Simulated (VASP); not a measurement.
# InP (P6/mmm) in VASP: single point with r2SCAN

Aim: the single point of InP with r2SCAN.

Program: VASP 6.6.1. These are calculated values, not measurements. Logs are shortened: lines on timing, memory, paths and dates and some standing lists are left out, and cuts for length are marked.

**1. The cell of the first run**

Symmetry: P6/mmm, No. 191, hexagonal system. The conventional cell has a = 6.717 Å, b = 6.717 Å, c = 3.646 Å, α = 90.00°, β = 90.00°, γ = 120.00°. Within 3.5 Å of In (site symmetry mmm) lie 6 P at 2.66 to 3.36 Å and 4 In at 3.36 Å. Within 4.4 Å of P (site symmetry 6/mmm) lie 6 In at 3.36 Å and 14 P at 3.65 to 4.29 Å. Within 3.5 Å of P (site symmetry -6m2) lie 6 In at 2.66 Å.

**2. Single point, r2SCAN**

Input file POSCAR:

```
InP
1.0
    6.7169552113      0.0000000000      0.0000000000
   -3.3584776057      5.8170538490      0.0000000000
    0.0000000000      0.0000000000      3.6457937544
In P
3 3
Direct
    0.5000000000      0.0000000000      0.0000000000
    0.5000000000      0.5000000000      0.0000000000
    0.0000000000      0.5000000000      0.0000000000
    0.0000000000      0.0000000000      0.0000000000
    0.3333333333      0.6666666667      0.5000000000
    0.6666666667      0.3333333333      0.5000000000
```

Input file INCAR.step1:

```
SYSTEM = InP
  PREC = Accurate
  ENCUT = 520
  ISMEAR = 0
  SIGMA = 0.1
  LREAL = .FALSE.
  LASPH = .TRUE.
  NELM = 60
  NBANDS = 36
  GGA = PE
  ALGO = Normal
  EDIFF = 1E-4
  LWAVE = .TRUE.
  LCHARG = .FALSE.
```

Input file INCAR.step2:

```
SYSTEM = InP
  PREC = Accurate
  ENCUT = 520
  EDIFF = 1E-6
  ISMEAR = 0
  SIGMA = 0.1
  LREAL = .FALSE.
  LASPH = .TRUE.
  NELM = 60
  ALGO = Normal
  ISIF = 2
  LWAVE = .FALSE.
  LCHARG = .FALSE.
  METAGGA = R2SCAN
  LMIXTAU = .TRUE.
  NBANDS = 36
  ISTART = 1
```

Input file KPOINTS:

```
regular mesh
0
G
  6 6 8
  0 0 0
```

Potentials or basis: VASP PAW PBE potentials, release 64 (In_d, P).

Started as:

```sh
> cat potpaw_PBE.64/In_d/POTCAR potpaw_PBE.64/P/POTCAR > POTCAR
> cp INCAR.step1 INCAR
> mpirun -np 1 vasp_std > vasp.out
> cp INCAR.step2 INCAR
> mpirun -np 1 vasp_std > vasp.out
```

OUTCAR:

```text
SYSTEM = InP
   PREC = Accurate
   ENCUT = 520
   EDIFF = 1E-6
   ISMEAR = 0
   LREAL = .FALSE.
   LASPH = .TRUE.
   NELM = 60
   ISIF = 2
   METAGGA = R2SCAN
   ISTART = 1

 ion  position               nearest neighbor table
   1  0.500  0.000  0.000-   5 2.66   6 2.66   5 2.66   6 2.66   3 3.36   3 3.36   2 3.36   2 3.36
                             4 3.36   4 3.36
   2  0.500  0.500  0.000-   5 2.66   6 2.66   5 2.66   6 2.66   4 3.36   4 3.36   1 3.36   1 3.36
                             3 3.36   3 3.36
   3  0.000  0.500  0.000-   5 2.66   6 2.66   5 2.66   6 2.66   1 3.36   1 3.36   4 3.36   4 3.36
                             2 3.36   2 3.36
   4  0.000  0.000  0.000-   2 3.36   2 3.36   3 3.36   3 3.36   1 3.36   1 3.36
   5  0.333  0.667  0.500-   1 2.66   1 2.66   3 2.66   3 2.66   2 2.66   2 2.66
   6  0.667  0.333  0.500-   1 2.66   1 2.66   3 2.66   3 2.66   2 2.66   2 2.66

  LATTYP: Found a hexagonal cell.
 ALAT       =     6.7169552113
 C/A-ratio  =     0.5427747602

  Lattice vectors:

 A1 = (   6.7169552113,   0.0000000000,   0.0000000000)
 A2 = (  -3.3584776057,   5.8170538490,   0.0000000000)
 A3 = (   0.0000000000,   0.0000000000,   3.6457937544)

Analysis of symmetry for initial positions (statically):
=====================================================================
 Subroutine PRICEL returns:
 Original cell was already a primitive cell.

 Routine SETGRP: Setting up the symmetry group for a
 hexagonal supercell.

 Subroutine GETGRP returns: Found 24 space group operations
 (whereof 24 operations were pure point group operations)
 out of a pool of 24 trial point group operations.

The static configuration has the point symmetry D_6h.

Analysis of symmetry for dynamics (positions and initial velocities):
=====================================================================
 Subroutine PRICEL returns:
 Original cell was already a primitive cell.

 Routine SETGRP: Setting up the symmetry group for a
 hexagonal supercell.

 Subroutine GETGRP returns: Found 24 space group operations
 (whereof 24 operations were pure point group operations)
 out of a pool of 24 trial point group operations.

The dynamic configuration has the point symmetry D_6h.

 Subroutine INISYM returns: Found 24 space group operations
 (whereof 24 operations are pure point group operations),
 and found     1 'primitive' translations

----------------------------------------------------------------------------------------

                                     Primitive cell

  volume of cell :     142.4517

  direct lattice vectors                    reciprocal lattice vectors
     6.716955211  0.000000000  0.000000000     0.148876979  0.085954164  0.000000000
    -3.358477606  5.817053849  0.000000000     0.000000000  0.171908328  0.000000000
     0.000000000  0.000000000  3.645793754     0.000000000  0.000000000  0.274288692

  length of vectors
     6.716955211  6.716955211  3.645793754     0.171908328  0.171908328  0.274288692

  position of ions in fractional coordinates (direct lattice)
     0.500000000  0.000000000  0.000000000
     0.500000000  0.500000000  0.000000000
     0.000000000  0.500000000  0.000000000
     0.000000000  0.000000000  0.000000000
     0.333333333  0.666666667  0.500000000
     0.666666667  0.333333333  0.500000000

  ion indices of the primitive-cell ions
   primitive index   ion index
                 1           1
                 2           2
                 3           3
                 4           4
                 5           5
                 6           6

----------------------------------------------------------------------------------------

 KPOINTS: regular mesh

Automatic generation of k-mesh.
 Grid dimensions read from file:
 generate k-points for:    6    6    8

 Generating k-lattice:

  Cartesian coordinates                     Fractional coordinates (reciprocal lattice)
     0.024812830  0.014325694  0.000000000     0.166666667 -0.000000000  0.000000000
     0.000000000  0.028651388  0.000000000     0.000000000  0.166666667  0.000000000
     0.000000000  0.000000000  0.034286086     0.000000000  0.000000000  0.125000000

  Length of vectors
     0.028651388  0.028651388  0.034286086

  Shift w.r.t. Gamma in fractional coordinates (k-lattice)
     0.000000000  0.000000000  0.000000000

 Subroutine IBZKPT returns following result:
 ===========================================

 Found     35 irreducible k-points:

 Following reciprocal coordinates:
            Coordinates               Weight
  0.000000  0.000000  0.000000      1.000000
  0.166667 -0.000000  0.000000      6.000000
  0.333333  0.000000  0.000000      6.000000
  0.500000  0.000000  0.000000      3.000000
  0.166667  0.166667  0.000000      6.000000
  0.333333  0.166667  0.000000     12.000000
[... 16 lines left out ...]
  0.166667 -0.000000  0.375000     12.000000
  0.333333  0.000000  0.375000     12.000000
 [... further k-points ...]
   k-points           NKPTS =     35   k-points in BZ     NKDIM =     35   number of bands    NBANDS=     36
   number of dos      NEDOS =    301   number of ions     NIONS =      6
   total plane-waves  NPLWV =  70000
   dimension x,y,z NGX =    50 NGY =   50 NGZ =   28
   dimension x,y,z NGXF=   100 NGYF=  100 NGZF=   56
   ions per type =               3   3
   NGX,Y,Z   is equivalent  to a cutoff of  12.38, 12.38, 12.77 a.u.
   NGXF,Y,Z  is equivalent  to a cutoff of  24.75, 24.75, 25.54 a.u.
 SYSTEM =  InP
   PREC   = accura    normal or accurate (medium, high low for compatibility)
   ISTART =      1    job   : 0-new  1-cont  2-samecut
   ICHARG =      0    charge: 1-file 2-atom 10-const
   ISPIN  =      1    spin polarized calculation?
   LNONCOLLINEAR =      F non collinear calculations
   LSORBIT =      F    spin-orbit coupling
   LASPH  =      T    aspherical Exc in radial PAW
   ENCUT  =  520.0 eV  38.22 Ry    6.18 a.u.  12.49 12.49  6.78*2*pi/ulx,y,z
   NELM   =     60;   NELMIN=  2; NELMDL=  0     # of ELM steps
   EDIFF  = 0.1E-05   stopping-criterion for ELM
   LREAL  =      F    real-space projection
   EDIFFG = 0.1E-04   stopping-criterion for IOM
   NSW    =      0    number of steps for IOM
   IBRION =     -1    ionic relax: 0-MD 1-quasi-New 2-CG
   NFREE  =      0    steps in history (QN), initial steepest desc. (CG)
   ISIF   =      2    stress and relaxation
   ISYM   =      2    0-nonsym 1-usesym 2-fastsym
   POTIM  = 0.5000    time-step for ionic-motion
   TEBEG  =    0.0;   TEEND  =   0.0 temperature during run
   PSTRESS=    0.0 pullay stress
   NELECT =      54.0000    total number of electrons
   NUPDOWN=      -1.0000    fix difference up-down
   EMIN   =  10.00;   EMAX   =-10.00  energy-range for DOS
   EFERMI =   0.00;   METHOD = LEGACY
   ISMEAR =     0;   SIGMA  =   0.10  broadening in eV -4-tet -1-fermi 0-gaus
   EFERMI_NEDOS =   21; number of points for ismear=-14 and -15
   IALGO  =     38    algorithm
   IMIX   =      4    mixing-type and parameters
     AMIX     =   0.40;   BMIX     =  1.00
     AMIX_MAG =   1.60;   BMIX_MAG =  1.00
  volume/ion in A,a.u.               =      23.74       160.22
  Fermi-wavevector in a.u.,A,eV,Ry     =   1.184814  2.238974 19.099646  1.403784
  Thomas-Fermi vector in A             =   2.321021
   LORBIT       =      0    0 simple, 1 ext, 2 COOP (PROOUT), +10 PAW based schemes
   METAGGA = R2SCAN    functional components
   LHFCALC =     F    Hartree Fock is set to
   AEXX    =    0.0000 exact exchange contribution
   IVDW    =     0    specifies the selected vdW correction
   LEPSILON=     F    determine dielectric tensor
   LRPA    =     F    only Hartree local field effects (RPA)
 non-spin polarized calculation
 Gauss-broadening in eV      SIGMA  =   0.10
  energy-cutoff  :      520.00
  volume of cell :      142.45
 maximum number of plane-waves:      3878
 NGX is ok and might be reduce to    50
   NGX = 25   NGY = 25   NGZ = 13

 number of electron      53.9999987 magnetization

 Free energy of the ion-electron system (eV)
  ---------------------------------------------------
  ext. energy  EPLUGINS =         0.00000000
  ---------------------------------------------------
  free energy    TOTEN  =       -92.68125220 eV

  energy without entropy =      -92.66952527  energy(sigma->0) =      -92.67538873

 E-fermi :   5.7914     XC(G=0): -10.3441

 val. band max:        5.7285877187   @ k =   0.3333   0.0000   0.2500
 cond. band min:       5.7925945953   @ k =   0.3333   0.0000   0.3750
 fundamental gap:      0.0640068766
 Fermi energy:         5.7914290245

 k-point     1 :       0.0000    0.0000    0.0000
  band No.  band energies     occupation
      1      -9.7776      2.00000
      2      -9.5229      2.00000
      3      -9.4621      2.00000
      4      -9.4621      2.00000
      5      -9.4555      2.00000
      6      -9.3571      2.00000
[... 28 lines left out ...]
     35      11.0110      0.00000
     36      11.0110      0.00000

 k-point     2 :       0.1667   -0.0000    0.0000
  band No.  band energies     occupation
      1      -9.7475      2.00000
      2      -9.5092      2.00000
      3      -9.4603      2.00000
      4      -9.4443      2.00000
      5      -9.4408      2.00000
      6      -9.3719      2.00000
[... 28 lines left out ...]
     35      11.0713      0.00000
     36      11.2671      0.00000

 k-point     3 :       0.3333    0.0000    0.0000
  band No.  band energies     occupation
      1      -9.6714      2.00000
      2      -9.4743      2.00000
      3      -9.4594      2.00000
      4      -9.4152      2.00000
      5      -9.4088      2.00000
      6      -9.3867      2.00000
[... 28 lines left out ...]
     35      11.2367      0.00000
     36      11.9388      0.00000

 k-point     4 :       0.5000    0.0000    0.0000
  band No.  band energies     occupation
      1      -9.6137      2.00000
      2      -9.4591      2.00000
      3      -9.4554      2.00000
      4      -9.4474      2.00000
      5      -9.3647      2.00000
      6      -9.3639      2.00000
[... 28 lines left out ...]
     35      11.3666      0.00000
     36      12.0769      0.00000

 k-point     5 :       0.1667    0.1667    0.0000
  band No.  band energies     occupation
      1      -9.6932      2.00000
      2      -9.4844      2.00000
      3      -9.4502      2.00000
      4      -9.4374      2.00000
      5      -9.4013      2.00000
      6      -9.3959      2.00000
[... 655 lines left out ...]
 k-point    22 :       0.0000    0.0000    0.3750
  band No.  band energies     occupation
      1      -9.9025      2.00000
      2      -9.6280      2.00000
      3      -9.4442      2.00000
      4      -9.4441      2.00000
      5      -9.4103      2.00000
      6      -9.4103      2.00000
[... 28 lines left out ...]
     35      11.6840      0.00000
     36      12.6541      0.00000

 k-point    23 :       0.1667   -0.0000    0.3750
  band No.  band energies     occupation
      1      -9.8774      2.00000
      2      -9.6064      2.00000
      3      -9.4420      2.00000
      4      -9.4337      2.00000
      5      -9.4228      2.00000
      6      -9.4046      2.00000
[... 28 lines left out ...]
     35      11.8903      0.00000
     36      12.1460      0.00000

 k-point    24 :       0.3333    0.0000    0.3750
  band No.  band energies     occupation
      1      -9.8111      2.00000
      2      -9.5682      2.00000
      3      -9.4960      2.00000
      4      -9.4251      2.00000
      5      -9.3936      2.00000
      6      -9.3633      2.00000
[... 28 lines left out ...]
     35      11.8458      0.00000
     36      11.8750      0.00000

 [... further k-points ...]

------------------------ aborting loop because EDIFF is reached ----------------------------------------

  FORCE on cell =-STRESS in cart. coord.  units (eV):
  Direction    XX          YY          ZZ          XY          YZ          ZX
  --------------------------------------------------------------------------------------
  -------------------------------------------------------------------------------------
  Total        0.0125767      0.0125767     -0.0554410     -0.0000000     -0.0000000      0.0000000
  in kB        0.1414525      0.1414525     -0.6235541     -0.0000000     -0.0000000      0.0000000
  external PRESSURE =      -0.1135497 kB  Pullay stress =       0.0000000 kB

 VOLUME and BASIS-vectors are now :
 -----------------------------------------------------------------------------
  energy-cutoff  :      520.00
  volume of cell :      142.45
      direct lattice vectors                 reciprocal lattice vectors
     6.716955211  0.000000000  0.000000000     0.148876979  0.085954164  0.000000000
    -3.358477606  5.817053849  0.000000000     0.000000000  0.171908328  0.000000000
     0.000000000  0.000000000  3.645793754     0.000000000  0.000000000  0.274288692

 POSITION                                       TOTAL-FORCE (eV/Angst)
 -----------------------------------------------------------------------------------
      3.35848      0.00000      0.00000        -0.000000     -0.000000     -0.000000
      1.67924      2.90853      0.00000        -0.000000     -0.000000     -0.000000
     -1.67924      2.90853      0.00000        -0.000000     -0.000000     -0.000000
      0.00000      0.00000      0.00000        -0.000000     -0.000000     -0.000000
     -0.00000      3.87804      1.82290        -0.000000     -0.000000     -0.000000
      3.35848      1.93902      1.82290         0.000000      0.000000      0.000000
 -----------------------------------------------------------------------------------
    total drift:                               -0.000000      0.000000     -0.000000

  FREE ENERGIE OF THE ION-ELECTRON SYSTEM (eV)
  ---------------------------------------------------
  free  energy   TOTEN  =       -92.6812521972 eV

  energy  without entropy=      -92.6695252659  energy(sigma->0) =      -92.67538873
```

Run time: 9.3 min. Hardware: 1 thread of Intel Xeon Platinum 8259CL at 2.50GHz (Skylake/Cascade Lake), shared host; peak memory 0.36 GiB.

Results:

```
Free energy            : -92.6813 eV
Pressure               : 0.0 GPa
Band gap on the k mesh : zero (bands 27 and 28 overlap by 2.18 eV)
```

Stress tensor (GPa, compression positive):
```
 0.01  0.00  0.00
 0.00  0.01  0.00
 0.00  0.00 -0.06
```

Levels at points of the mesh, in eV from the Fermi level:
```tsv
k point	band 25	band 26	band 27	band 28	band 29	band 30
(0.00, 0.00, 0.00)	-0.54	-0.34	0.11	1.86	3.03	4.49
(0.50, 0.00, 0.00)	-0.92	-0.86	0.60	1.80	2.02	2.74
(0.00, 0.00, 0.50)	-1.82	-1.82	-1.46	-0.68	-0.68	3.30
(0.50, 0.00, 0.50)	-1.21	-1.07	-0.60	-0.37	0.19	1.95
```

Caveat: the PAW data sets were made with another functional, which shifts forces and pressure a little; spin-orbit coupling is left out, which moves the levels of the heavy elements.
